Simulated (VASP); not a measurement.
Ni:

```xyz
2
Lattice="0.0000 -1.7724 -1.7724 -3.5448 -1.7724 -1.7724 0.0000 1.7724 -1.7724" Properties=species:S:1:pos:R:3 pbc="T T T"
Ni    0.0000    0.0000    0.0000
Ni   -1.7724    0.0000   -1.7724
```

Base run:

| Quantity | Value |
| --- | --- |
| Program | VASP 6.6.1 |
| Functional | LDA |
| Potentials or basis | VASP PAW LDA potentials, release 64 (Ni) |
| Cutoff | 520 eV |
| k mesh | 12 × 7 × 10 |
| Occupations | fermi-dirac, width 0.1 eV |
| Spin | collinear spin, ferromagnetic start |
| Starting moments | [2.0, 2.0] μB |

Its results: pressure -20.1 GPa.

Problem. The run is repeated on the same cell with these changes: spin from collinear spin, ferromagnetic start to no spin polarisation; further incar settings from ALGO = Normal; EDIFF = 1e-06; NBANDS = 21; ISYM = 0 to ALGO = Normal; EDIFF = 1e-06; NBANDS = 17; ISYM = 0. What comes out?

Solution. Pressure -20.8 GPa.

Caveats: the cell stands under tension.
